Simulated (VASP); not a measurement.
# C (P6_3/mmc) in VASP: a series of runs

The runs below take C through relaxation of the atoms, with r2SCAN.

Program: VASP 6.6.1. These are calculated values, not measurements. Logs are shortened: lines on timing, memory, paths and dates and some standing lists are left out, and cuts for length are marked.

## (1) The cell of the first run

The structure is hexagonal, space group P6_3/mmc (No. 194). The conventional cell has a = 2.503 Å, b = 2.503 Å, c = 4.127 Å, α = 90.00°, β = 90.00°, γ = 120.00°. C (site symmetry 3m) has 4 C at 1.54 to 1.55 Å within 2.0 Å.

## (2) Relaxation of the atoms, r2SCAN (strained cell)

File POSCAR:

```
C
1.0
    2.5033434386      0.0000000000      0.0000000000
   -1.2516717193      2.1679590123      0.0000000000
    0.0000000000      0.0000000000      4.1271665148
C
4
Direct
    0.3333333333      0.6666666667     -0.0002547465
    0.6666666667      0.3333333333      0.4997452535
    0.3333333333      0.6666666667      0.3742547465
    0.6666666667      0.3333333333      0.8742547465
```

File INCAR.step1:

```
ALGO = Normal
EDIFF = 1E-4
ENCUT = 520
GGA = PE
ISMEAR = 0
LASPH = True
LCHARG = False
LREAL = False
LWAVE = True
NELM = 100
PREC = Accurate
SIGMA = 0.02
```

File INCAR.step2:

```
ALGO = Normal
EDIFF = 1E-6
EDIFFG = -0.002
ENCUT = 520
IBRION = 2
ISIF = 2
ISMEAR = 0
ISTART = 1
LASPH = True
LCHARG = False
LMIXTAU = True
LREAL = False
LWAVE = False
METAGGA = R2SCAN
NELM = 100
NSW = 60
PREC = Accurate
SIGMA = 0.02
```

File KPOINTS:

```
k-points
0
Gamma
  9 9 6
```

Potentials or basis: VASP PAW PBE potentials, release 64 (C).

Started as:

```bash
> cat potpaw_PBE.64/C/POTCAR > POTCAR
> cp INCAR.step1 INCAR
> mpirun -np 1 vasp_std > vasp.out
> cp INCAR.step2 INCAR
> mpirun -np 1 vasp_std > vasp.out
```

OUTCAR:

```text
EDIFF = 1E-6
   EDIFFG = -0.002
   ENCUT = 520
   IBRION = 2
   ISIF = 2
   ISMEAR = 0
   ISTART = 1
   LASPH = True
   LREAL = False
   METAGGA = R2SCAN
   NELM = 100
   NSW = 60
   PREC = Accurate

 ion  position               nearest neighbor table
   1  0.333  0.667  1.000-   4 1.54   4 1.54   4 1.54   3 1.55
   2  0.667  0.333  0.500-   3 1.54   3 1.54   3 1.54   4 1.55
   3  0.333  0.667  0.374-   2 1.54   2 1.54   2 1.54   1 1.55
   4  0.667  0.333  0.874-   1 1.54   1 1.54   1 1.54   2 1.55

  LATTYP: Found a hexagonal cell.
 ALAT       =     2.5033434386
 C/A-ratio  =     1.6486617262

  Lattice vectors:

 A1 = (   2.5033434386,   0.0000000000,   0.0000000000)
 A2 = (  -1.2516717193,   2.1679590123,   0.0000000000)
 A3 = (   0.0000000000,   0.0000000000,   4.1271665148)

Analysis of symmetry for initial positions (statically):
=====================================================================
 Subroutine PRICEL returns:
 Original cell was already a primitive cell.

 Routine SETGRP: Setting up the symmetry group for a
 hexagonal supercell.

 Subroutine GETGRP returns: Found 24 space group operations
 (whereof  6 operations were pure point group operations)
 out of a pool of 24 trial point group operations.

The static configuration has the point symmetry C_3v.
 The point group associated with its full space group is D_6h.

Analysis of symmetry for dynamics (positions and initial velocities):
=====================================================================
 Subroutine PRICEL returns:
 Original cell was already a primitive cell.

 Routine SETGRP: Setting up the symmetry group for a
 hexagonal supercell.

 Subroutine GETGRP returns: Found 24 space group operations
 (whereof  6 operations were pure point group operations)
 out of a pool of 24 trial point group operations.

The dynamic configuration has the point symmetry C_3v.
 The point group associated with its full space group is D_6h.

 Subroutine INISYM returns: Found 24 space group operations
 (whereof  6 operations are pure point group operations),
 and found     1 'primitive' translations

----------------------------------------------------------------------------------------

                                     Primitive cell

  volume of cell :      22.3987

  direct lattice vectors                    reciprocal lattice vectors
     2.503343439  0.000000000  0.000000000     0.399465764  0.230631667  0.000000000
    -1.251671719  2.167959012  0.000000000     0.000000000  0.461263333  0.000000000
     0.000000000  0.000000000  4.127166515     0.000000000  0.000000000  0.242296984

  length of vectors
     2.503343439  2.503343439  4.127166515     0.461263333  0.461263333  0.242296984

  position of ions in fractional coordinates (direct lattice)
     0.333333333  0.666666667  0.999745254
     0.666666667  0.333333333  0.499745254
     0.333333333  0.666666667  0.374254747
     0.666666667  0.333333333  0.874254747

  ion indices of the primitive-cell ions
   primitive index   ion index
                 1           1
                 2           2
                 3           3
                 4           4

----------------------------------------------------------------------------------------

 KPOINTS: k-points

Automatic generation of k-mesh.
 Grid dimensions read from file:
 generate k-points for:    9    9    6

 Generating k-lattice:

  Cartesian coordinates                     Fractional coordinates (reciprocal lattice)
     0.044385085  0.025625741  0.000000000     0.111111111 -0.000000000  0.000000000
     0.000000000  0.051251481  0.000000000     0.000000000  0.111111111  0.000000000
     0.000000000  0.000000000  0.040382831     0.000000000  0.000000000  0.166666667

  Length of vectors
     0.051251481  0.051251481  0.040382831

  Shift w.r.t. Gamma in fractional coordinates (k-lattice)
     0.000000000  0.000000000  0.000000000

 Subroutine IBZKPT returns following result:
 ===========================================

 Found     48 irreducible k-points:

 Following reciprocal coordinates:
            Coordinates               Weight
  0.000000  0.000000  0.000000      1.000000
  0.111111  0.000000  0.000000      6.000000
  0.222222 -0.000000  0.000000      6.000000
  0.333333 -0.000000  0.000000      6.000000
  0.444444 -0.000000  0.000000      6.000000
  0.111111  0.111111  0.000000      6.000000
[... 16 lines left out ...]
  0.333333  0.222222  0.166667     24.000000
  0.333333  0.333333  0.166667      4.000000
 [... further k-points ...]
   k-points           NKPTS =     48   k-points in BZ     NKDIM =     48   number of bands    NBANDS=     12
   number of dos      NEDOS =    301   number of ions     NIONS =      4
   total plane-waves  NPLWV =  12800
   dimension x,y,z NGX =    20 NGY =   20 NGZ =   32
   dimension x,y,z NGXF=    40 NGYF=   40 NGZF=   64
   ions per type =               4
   NGX,Y,Z   is equivalent  to a cutoff of  13.28, 13.28, 12.89 a.u.
   NGXF,Y,Z  is equivalent  to a cutoff of  26.56, 26.56, 25.78 a.u.
 SYSTEM =  unknown system
   PREC   = accura    normal or accurate (medium, high low for compatibility)
   ISTART =      1    job   : 0-new  1-cont  2-samecut
   ICHARG =      0    charge: 1-file 2-atom 10-const
   ISPIN  =      1    spin polarized calculation?
   LNONCOLLINEAR =      F non collinear calculations
   LSORBIT =      F    spin-orbit coupling
   LASPH  =      T    aspherical Exc in radial PAW
   ENCUT  =  520.0 eV  38.22 Ry    6.18 a.u.   4.65  4.65  7.67*2*pi/ulx,y,z
   NELM   =    100;   NELMIN=  2; NELMDL=  0     # of ELM steps
   EDIFF  = 0.1E-05   stopping-criterion for ELM
   LREAL  =      F    real-space projection
   EDIFFG = -.2E-02   stopping-criterion for IOM
   NSW    =     60    number of steps for IOM
   IBRION =      2    ionic relax: 0-MD 1-quasi-New 2-CG
   NFREE  =      1    steps in history (QN), initial steepest desc. (CG)
   ISIF   =      2    stress and relaxation
   ISYM   =      2    0-nonsym 1-usesym 2-fastsym
   POTIM  = 0.5000    time-step for ionic-motion
   TEBEG  =    0.0;   TEEND  =   0.0 temperature during run
   PSTRESS=    0.0 pullay stress
   NELECT =      16.0000    total number of electrons
   NUPDOWN=      -1.0000    fix difference up-down
   EMIN   =  10.00;   EMAX   =-10.00  energy-range for DOS
   EFERMI =   0.00;   METHOD = LEGACY
   ISMEAR =     0;   SIGMA  =   0.02  broadening in eV -4-tet -1-fermi 0-gaus
   EFERMI_NEDOS =   21; number of points for ismear=-14 and -15
   IALGO  =     38    algorithm
   IMIX   =      4    mixing-type and parameters
     AMIX     =   0.40;   BMIX     =  1.00
     AMIX_MAG =   1.60;   BMIX_MAG =  1.00
  volume/ion in A,a.u.               =       5.60        37.79
  Fermi-wavevector in a.u.,A,eV,Ry     =   1.463436  2.765493 29.138838  2.141644
  Thomas-Fermi vector in A             =   2.579531
   LORBIT       =      0    0 simple, 1 ext, 2 COOP (PROOUT), +10 PAW based schemes
   METAGGA = R2SCAN    functional components
   LHFCALC =     F    Hartree Fock is set to
   AEXX    =    0.0000 exact exchange contribution
   IVDW    =     0    specifies the selected vdW correction
   LEPSILON=     F    determine dielectric tensor
   LRPA    =     F    only Hartree local field effects (RPA)
 conjugate gradient relaxation of ions
 non-spin polarized calculation
 Gauss-broadening in eV      SIGMA  =   0.02
  energy-cutoff  :      520.00
  volume of cell :       22.40
 maximum number of plane-waves:       616
 NGX is ok and might be reduce to    20
   NGX =  9   NGY =  9   NGZ = 15

--------------------------------------- Ionic step        1  -------------------------------------------

 number of electron      16.0000000 magnetization

 Free energy of the ion-electron system (eV)
  ---------------------------------------------------
  ext. energy  EPLUGINS =         0.00000000
  ---------------------------------------------------
  free energy    TOTEN  =       -39.19244271 eV

  energy without entropy =      -39.19244271  energy(sigma->0) =      -39.19244271

------------------------ aborting loop because EDIFF is reached ----------------------------------------

  FORCE on cell =-STRESS in cart. coord.  units (eV):
  Direction    XX          YY          ZZ          XY          YZ          ZX
  --------------------------------------------------------------------------------------
  -------------------------------------------------------------------------------------
  Total        0.1610155      0.1610155      2.1260238      0.0000000      0.0000000     -0.0000000
  in kB       11.5174051     11.5174051    152.0740859      0.0000000      0.0000000     -0.0000000
  external PRESSURE =      58.3696320 kB  Pullay stress =       0.0000000 kB
[... 61 lines left out ...]
  energy  without entropy=      -39.1924376596  energy(sigma->0) =      -39.19243766

--------------------------------------- Ionic step        3  -------------------------------------------

 number of electron      16.0000000 magnetization

 Free energy of the ion-electron system (eV)
  ---------------------------------------------------
  ext. energy  EPLUGINS =         0.00000000
  ---------------------------------------------------
  free energy    TOTEN  =       -39.19244285 eV

  energy without entropy =      -39.19244285  energy(sigma->0) =      -39.19244285

 E-fermi :  10.3816     XC(G=0): -14.3207

 val. band max:       10.2231692395   @ k =   0.0000   0.0000   0.0000
 cond. band min:      13.7531242643   @ k =   0.3333   0.3333   0.0000
 fundamental gap:      3.5299550248
 Fermi energy:        10.3816359449

 k-point     1 :       0.0000    0.0000    0.0000
  band No.  band energies     occupation
      1     -12.9952      2.00000
      2      -7.0399      2.00000
      3      -4.3219      2.00000
      4       6.7941      2.00000
      5       6.7941      2.00000
      6       9.6971      2.00000
      7      10.2232      2.00000
      8      10.2232      2.00000
      9      15.2927      0.00000
     10      15.2927      0.00000
     11      16.1084      0.00000
     12      18.5327      0.00000
[... 331 lines left out ...]
 k-point    24 :       0.3333    0.3333    0.1667
  band No.  band energies     occupation
      1      -5.3905      2.00000
      2      -5.3905      2.00000
      3      -1.3668      2.00000
      4      -1.0813      2.00000
      5      -1.0813      2.00000
      6       2.3537      2.00000
      7       3.4900      2.00000
      8       3.4900      2.00000
      9      14.6465      0.00000
     10      21.3678      0.00000
     11      21.3678      0.00000
     12      23.3542      0.00000

 [... further k-points ...]

------------------------ aborting loop because EDIFF is reached ----------------------------------------

  FORCE on cell =-STRESS in cart. coord.  units (eV):
  Direction    XX          YY          ZZ          XY          YZ          ZX
  --------------------------------------------------------------------------------------
  -------------------------------------------------------------------------------------
  Total        0.1601635      0.1601635      2.1295871      0.0000000      0.0000000     -0.0000000
  in kB       11.4564634     11.4564634    152.3289688      0.0000000      0.0000000     -0.0000000
  external PRESSURE =      58.4139652 kB  Pullay stress =       0.0000000 kB
[... 19 lines left out ...]
  FREE ENERGIE OF THE ION-ELECTRON SYSTEM (eV)
  ---------------------------------------------------
  free  energy   TOTEN  =       -39.1924428491 eV

  energy  without entropy=      -39.1924428491  energy(sigma->0) =      -39.19244285

 reached required accuracy - stopping structural energy minimisation
```

Run time: 50 s. Hardware: 1 thread of Intel Xeon Platinum 8488C (Sapphire Rapids), shared host; peak memory 0.13 GiB.

Results:

```yaml
Free_energy: -39.1924 eV
Energy_gained_by_relaxing: 0.0 meV/atom
Ionic_steps: 3
Pressure_after_relaxing: 5.8 GPa
Band_gap_on_the_k_mesh: 3.53 eV (least direct gap 5.07 eV)
```

Final structure:
```yaml
crystal:
  lattice:
    - [2.50334, 0.00000, 0.00000]
    - [-1.25167, 2.16796, 0.00000]
    - [0.00000, 0.00000, 4.12717]
  atoms:
    - { symbol: C, position: [0.33333, 0.66667, 0.99976] }
    - { symbol: C, position: [0.66667, 0.33333, 0.49976] }
    - { symbol: C, position: [0.33333, 0.66667, 0.37424] }
    - { symbol: C, position: [0.66667, 0.33333, 0.87424] }
```

Caveat: the cell differs from its parent crystal (strained cell); the PAW data sets were made with another functional, which shifts forces and pressure a little; an odd mesh through Γ misses points on the zone boundary, where band edges can lie.

## (3) Relaxation of the atoms, r2SCAN (strained cell)

File POSCAR:

```
C
1.0
    2.5094381924      0.0000000000      0.0000000000
   -1.2547190962      2.1732372239      0.0000000000
    0.0000000000      0.0000000000      4.1271665148
C
4
Direct
    0.3333333333      0.6666666667     -0.0002690400
    0.6666666667      0.3333333333      0.4997309600
    0.3333333333      0.6666666667      0.3742690400
    0.6666666667      0.3333333333      0.8742690400
```

File INCAR.step1:

```
ALGO = Normal
EDIFF = 1E-4
ENCUT = 520
GGA = PE
ISMEAR = 0
LASPH = T
LCHARG = F
LREAL = F
LWAVE = T
NELM = 80
PREC = Accurate
SIGMA = 0.02
```

File INCAR.step2:

```
ALGO = Normal
EDIFF = 1E-6
EDIFFG = -0.002
ENCUT = 520
IBRION = 2
ISIF = 2
ISMEAR = 0
ISTART = 1
LASPH = T
LCHARG = F
LMIXTAU = T
LREAL = F
LWAVE = F
METAGGA = R2SCAN
NELM = 80
NSW = 60
PREC = Accurate
SIGMA = 0.02
```

KPOINTS is that of step 2.

Potentials or basis: VASP PAW PBE potentials, release 64 (C).

Started as:

```bash
> cat potpaw_PBE.64/C/POTCAR > POTCAR
> cp INCAR.step1 INCAR
> mpirun -np 1 vasp_std > vasp.out
> cp INCAR.step2 INCAR
> mpirun -np 1 vasp_std > vasp.out
```

OUTCAR:

```text
EDIFF = 1E-6
   EDIFFG = -0.002
   ENCUT = 520
   IBRION = 2
   ISIF = 2
   ISMEAR = 0
   ISTART = 1
   LASPH = T
   LREAL = F
   METAGGA = R2SCAN
   NELM = 80
   NSW = 60
   PREC = Accurate

 ion  position               nearest neighbor table
   1  0.333  0.667  1.000-   4 1.54   4 1.54   4 1.54   3 1.55
   2  0.667  0.333  0.500-   3 1.54   3 1.54   3 1.54   4 1.55
   3  0.333  0.667  0.374-   2 1.54   2 1.54   2 1.54   1 1.55
   4  0.667  0.333  0.874-   1 1.54   1 1.54   1 1.54   2 1.55

  LATTYP: Found a hexagonal cell.
 ALAT       =     2.5094381924
 C/A-ratio  =     1.6446575681

  Lattice vectors:

 A1 = (   2.5094381924,   0.0000000000,   0.0000000000)
 A2 = (  -1.2547190962,   2.1732372239,   0.0000000000)
 A3 = (   0.0000000000,   0.0000000000,   4.1271665148)

Analysis of symmetry for initial positions (statically):
=====================================================================
 Subroutine PRICEL returns:
 Original cell was already a primitive cell.

 Routine SETGRP: Setting up the symmetry group for a
 hexagonal supercell.

 Subroutine GETGRP returns: Found 24 space group operations
 (whereof  6 operations were pure point group operations)
 out of a pool of 24 trial point group operations.

The static configuration has the point symmetry C_3v.
 The point group associated with its full space group is D_6h.

Analysis of symmetry for dynamics (positions and initial velocities):
[... 241 lines left out ...]

 number of electron      16.0000000 magnetization

 Free energy of the ion-electron system (eV)
  ---------------------------------------------------
  ext. energy  EPLUGINS =         0.00000000
  ---------------------------------------------------
  free energy    TOTEN  =       -39.19233900 eV

  energy without entropy =      -39.19233900  energy(sigma->0) =      -39.19233900

 E-fermi :  10.2664     XC(G=0): -14.2937

 val. band max:       10.1515482090   @ k =   0.0000   0.0000   0.0000
 cond. band min:      13.7024119876   @ k =   0.3333   0.3333   0.0000
 fundamental gap:      3.5508637786
 Fermi energy:        10.2664168912

 k-point     1 :       0.0000    0.0000    0.0000
  band No.  band energies     occupation
      1     -12.9986      2.00000
      2      -7.0352      2.00000
      3      -4.3392      2.00000
      4       6.7116      2.00000
      5       6.7117      2.00000
      6       9.6293      2.00000
      7      10.1515      2.00000
      8      10.1515      2.00000
      9      15.1830      0.00000
     10      15.1830      0.00000
     11      16.0879      0.00000
     12      18.3326      0.00000
[... 331 lines left out ...]
 k-point    24 :       0.3333    0.3333    0.1667
  band No.  band energies     occupation
      1      -5.4406      2.00000
      2      -5.4406      2.00000
      3      -1.3862      2.00000
      4      -1.1179      2.00000
      5      -1.1179      2.00000
      6       2.3403      2.00000
      7       3.4459      2.00000
      8       3.4459      2.00000
      9      14.5966      0.00000
     10      21.3031      0.00000
     11      21.3031      0.00000
     12      23.1770      0.00000

 [... further k-points ...]

------------------------ aborting loop because EDIFF is reached ----------------------------------------

  FORCE on cell =-STRESS in cart. coord.  units (eV):
  Direction    XX          YY          ZZ          XY          YZ          ZX
  --------------------------------------------------------------------------------------
  -------------------------------------------------------------------------------------
  Total       -0.3002541     -0.3002541      2.1221054      0.0000000     -0.0000000      0.0000000
  in kB      -21.3729208    -21.3729208    151.0573623      0.0000000     -0.0000000      0.0000000
  external PRESSURE =      36.1038402 kB  Pullay stress =       0.0000000 kB
[... 19 lines left out ...]
  FREE ENERGIE OF THE ION-ELECTRON SYSTEM (eV)
  ---------------------------------------------------
  free  energy   TOTEN  =       -39.1923390010 eV

  energy  without entropy=      -39.1923390010  energy(sigma->0) =      -39.19233900

 reached required accuracy - stopping structural energy minimisation
```

OUTCAR.step1:

```text
EDIFF = 1E-4
   ENCUT = 520
   GGA = PE
   ISMEAR = 0
[... 592 lines left out ...]
     -0.00000      1.44882      4.12606        -0.000000      0.000000     -0.007344
      1.25472      0.72441      2.06247        -0.000000     -0.000000     -0.007344
     -0.00000      1.44882      1.54467         0.000000      0.000000      0.007344
      1.25472      0.72441      3.60825         0.000000     -0.000000      0.007344
 -----------------------------------------------------------------------------------
    total drift:                               -0.000000      0.000000      0.000003

  FREE ENERGIE OF THE ION-ELECTRON SYSTEM (eV)
  ---------------------------------------------------
  free  energy   TOTEN  =       -36.2554237825 eV

  energy  without entropy=      -36.2554237825  energy(sigma->0) =      -36.25542378
```

It took 52 s on 1 thread of Intel Xeon Platinum 8488C (Sapphire Rapids), shared host; peak memory 0.13 GiB.

What came out:

```yaml
Free_energy: -39.1923 eV
Ionic_steps: 3
Pressure_after_relaxing: 3.6 GPa
Band_gap_on_the_k_mesh: 3.55 eV (least direct gap 5.03 eV)
```

Final structure:
```
C
1.0
     2.50944    0.00000    0.00000
    -1.25472    2.17324    0.00000
     0.00000    0.00000    4.12717
C
4
Direct
  0.33333 0.66667 0.99974
  0.66667 0.33333 0.49974
  0.33333 0.66667 0.37426
  0.66667 0.33333 0.87426
```

Levels at points of the mesh, in eV from the valence-band top:
| k point | band 4 | band 5 | band 6 | band 7 | band 8 | band 9 | band 10 | band 11 | band 12 |
| --- | --- | --- | --- | --- | --- | --- | --- | --- | --- |
| (0.00, 0.00, 0.00) | -3.44 | -3.44 | -0.52 | 0.00 | 0.00 | 5.03 | 5.03 | 5.94 | 8.18 |
| (0.00, 0.00, 0.50) | -7.39 | -2.08 | -2.08 | -2.08 | -2.08 | 7.54 | 7.54 | 7.54 | 7.54 |

Caveat: the cell differs from its parent crystal (strained cell); the PAW data sets were made with another functional, which shifts forces and pressure a little; an odd mesh through Γ misses points on the zone boundary, where band edges can lie.
